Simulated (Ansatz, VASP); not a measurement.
One calculation of ZnAu, two programs

INCAR

```
ALGO = Normal
EDIFF = 1E-7
ENCUT = 520
GGA = PS
ISIF = 2
ISMEAR = -1
LASPH = T
LCHARG = T
LELF = T
LREAL = F
LVHAR = T
LWAVE = F
NBANDS = 18
NELM = 80
PREC = Accurate
SIGMA = 0.05
```

KPOINTS

```
k-points
0
Gamma
  13 13 13
```

POSCAR

```
ZnAu
1.0
    3.1364748378      0.0000000000      0.0000000000
    0.0000000000      3.1364748378      0.0000000000
    0.0000000000      0.0000000000      3.1364748378
Zn Au
1 1
Direct
    0.5000000000      0.5000000000      0.5000000000
    0.0000000000      0.0000000000      0.0000000000
```

Input for Ansatz:

```yaml
crystal:
  lattice:
    - [3.1364748378, 0.0, 0.0]
    - [0.0, 3.1364748378, 0.0]
    - [0.0, 0.0, 3.1364748378]
  atoms:
    - { symbol: Zn, position: [0.5, 0.5, 0.5] }
    - { symbol: Au, position: [0.0, 0.0, 0.0] }
kpoints:
  mp_grid: { grid: [13, 13, 13] }
  band_path:
    path:
      - [0.0, 0.0, 0.0]
      - [0.0, 0.5, 0.0]
      - [0.5, 0.5, 0.0]
      - [0.0, 0.0, 0.0]
      - [0.5, 0.5, 0.5]
      - [0.0, 0.5, 0.0]
      - [0.5, 0.5, 0.5]
      - [0.5, 0.5, 0.0]
    npoints: 5
scf:
  occupations: { method: fermi_dirac, width: 0.05 }
hamiltonian:
  xc: pbesol
  pseudopotentials: { kind: all_electron, lapw: { basis_error: 0.0005 } }
output:
  forces: true
  stress: true
  eigenvalues: true
```

Change from the starting cell: volume scaled by 0.99.

Alike in both runs: task single point; functional PBEsol; k mesh 13 × 13 × 13; occupations fermi-dirac, width 0.05 eV; no spin polarisation.

|  | VASP | Ansatz |
| --- | --- | --- |
| version | VASP 6.6.1 | Ansatz 0.2.0 |
| potentials or method | VASP PAW PBE potentials, release 64 (Zn, Au), cutoff 520 eV | all-electron LAPW, scalar-relativistic |

Ansatz gave:

- pressure (GPa): -1.1

Task: Which values does VASP return?

Result: Pressure (GPa): -0.9.

VASP's potentials were made for PBE, not for PBEsol. Ansatz ran all-electron here, and VASP with PAW potentials.

Neither program's run includes spin-orbit coupling.
